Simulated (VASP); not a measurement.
Write the native input for VASP 6.6.1 that does the following.

```yaml
Task: single point
Functional: PBEsol
Potentials_or_basis: VASP PAW PBE potentials, release 64 (Ag, B)
Cutoff: 520 eV
k_mesh: 16 × 16 × 13
Occupations: fermi-dirac, width 0.05 eV
Spin: no spin polarisation
Dipole_correction: no
Further_INCAR_settings: ALGO = Normal; EDIFF = 1e-06; NBANDS = 16
```

The structure of AgB2 lies in POSCAR:

```
AgB2
1.0
    3.0099684966      0.0000000000      0.0000000000
   -1.5049842483      2.6067091827      0.0000000000
    0.0000000000      0.0000000000      3.2507641987
Ag B
1 2
Direct
    0.0000000000      0.0000000000      0.0000000000
    0.3333333333      0.6666666667      0.5000000000
    0.6666666667      0.3333333333      0.5000000000
```

The input as run:

INCAR

```
SYSTEM = AgB2
PREC     = Accurate       ! precision mode
ENCUT    = 520            ! plane-wave cutoff, eV
EDIFF    = 1E-6           ! SCF threshold, eV
ISMEAR   = -1             ! smearing method
SIGMA    = 0.05           ! smearing width, eV
LREAL    = .False.        ! projectors in reciprocal space
LASPH    = .True.         ! aspherical terms in the spheres
NELM     = 100            ! most SCF steps
ALGO     = Normal         ! electronic algorithm
ISIF     = 2              ! what is computed and relaxed
LWAVE    = .False.        ! write WAVECAR
LCHARG   = .False.        ! write CHGCAR
GGA      = PS             ! functional
NBANDS   = 16             ! bands
```

KPOINTS

```
Automatic mesh
0
Gamma
  16 16 13
  0 0 0
```

Potentials or basis: VASP PAW PBE potentials, release 64 (Ag, B).

The run is started by

```sh
$ cat potpaw_PBE.64/Ag/POTCAR potpaw_PBE.64/B/POTCAR > POTCAR
$ mpirun -np 1 vasp_std > vasp.out
```

Results of the run:

```yaml
Pressure: 43.3 GPa
Band_gap_on_the_k_mesh: zero (an odd number of electrons rules out a gap without spin polarisation)
```

Caveat: the stress differs along the axes, from 33 to 64 GPa; the PAW data sets were made with another functional, which shifts forces and pressure a little.

Wall time 2.1 min on 1 thread of AMD EPYC 7R13, with other jobs on the host, peak memory 0.18 GiB.
